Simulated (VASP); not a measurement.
Ca8S: single point with PBE

Ca8S, a slab with vacuum:

```xyz
9
Lattice="7.8132 0.0000 0.0000 -3.9066 6.7665 0.0000 0.0000 0.0000 18.4977" Properties=species:S:1:pos:R:3 pbc="T T T"
Ca    1.9533    1.1277    4.0000
Ca    0.0000    4.5110    4.0000
Ca    5.8599    1.1277    4.0000
Ca    3.9066    4.5110    4.0000
Ca    0.0000    2.2555    6.9977
Ca   -1.9533    5.6387    6.9977
Ca    3.9066    2.2555    6.9977
Ca    1.9533    5.6387    6.9977
S     0.9767    2.8194    9.1198
```

```
Program             : VASP 6.6.1
Task                : single point
Functional          : PBE
Potentials or basis : VASP PAW PBE potentials, release 64 (Ca_sv, S)
Cutoff              : 520 eV
k mesh              : 6 × 6 × 1
Occupations         : gaussian, width 0.1 eV
Spin                : no spin polarisation
```

| Quantity | Value |
| --- | --- |
| Largest force | 1.316 eV/Å |
| Band gap on the k mesh | zero (band 43 reaches -1.27 eV, above the bottom of band 44 at -1.80 eV) |

Forces on the atoms (eV/Å):
```
Ca   0.037 -0.045 -0.185
Ca  -0.020  0.054 -0.185
Ca  -0.027 -0.016 -0.080
Ca   0.034  0.019 -0.045
Ca  -0.409 -0.236 -0.816
Ca   0.051  0.029  0.224
Ca  -0.627  0.158  0.533
Ca  -0.177 -0.622  0.533
S    1.139  0.658  0.019
```

Levels at points of the mesh, in eV from the Fermi level:
```csv
k point,band 40,band 41,band 42,band 43,band 44,band 45,band 46,band 47
"(0.00, 0.00, 0.00)",-0.70,-0.70,-0.53,-0.46,-0.28,0.26,0.35,0.40
"(0.50, 0.00, 0.00)",-1.02,-0.81,-0.58,0.26,0.29,0.39,0.54,0.56
"(0.00, 0.50, 0.00)",-0.93,-0.80,-0.60,0.24,0.33,0.42,0.43,0.60
```

It took 22 min on 1 thread of Intel(R) Xeon(R) Platinum 8375C CPU @ 2.90GHz (Ice Lake) (shared host), peak memory 1.2 GiB.
